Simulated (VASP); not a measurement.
Runs of VASP 6.6.1 on GeSbTe3. The structure is that of space group P6/mmm (No. 191), or close to it. The cells are those of the table. The cell was generated, and may not be a known phase.

| task | cell | k mesh | cutoff (eV) | gap on the mesh (eV) | pressure (GPa) | relaxed volume (Å³/atom) |
| --- | --- | --- | --- | --- | --- | --- |
| relaxation of cell and atoms | relaxed from a = 6.026, b = 6.026, c = 5.732 Å, angles 90.0, 90.0, 120.0°, 5 atoms | 3 × 3 × 4 | 600 | none | -0.1 | 38.96 |
| single point | a = 6.425, b = 6.425, c = 5.537 Å, angles 90.0, 90.0, 120.0°, 5 atoms | 6 × 6 × 8 | 520 | none | 0.0 | - |
| single point | a = 6.026, b = 6.026, c = 5.732 Å, angles 90.0, 90.0, 120.0°, 5 atoms | 3 × 3 × 4 | 520 | none | 6.7 | - |
| relaxation of cell and atoms | relaxed from a = 6.435, b = 6.435, c = 5.404 Å, angles 90.0, 90.0, 120.0°, 5 atoms | 6 × 6 × 8 | 600 | none | 0.0 | 39.52 |
| single point | a = 6.435, b = 6.435, c = 5.404 Å, angles 90.0, 90.0, 120.0°, 5 atoms | 3 × 3 × 4 | 520 | none | (a) | - |

Alike in all rows: level PBE; potentials or basis VASP PAW PBE potentials, release 64 (Ge_d, Sb, Te); no spin polarisation; smearing gaussian 0.1 eV.

Question: Fill in the values left out.

Answer: (a) 0.1.

Caveats: some runs use coarse meshes; spin-orbit coupling is left out, which moves the levels of the heavy elements.

A k mesh can miss the band edges, and the runs leave out spin-orbit coupling on Ge, Sb, Te.

A gap of «none» marks levels without a gap at the run's occupations.
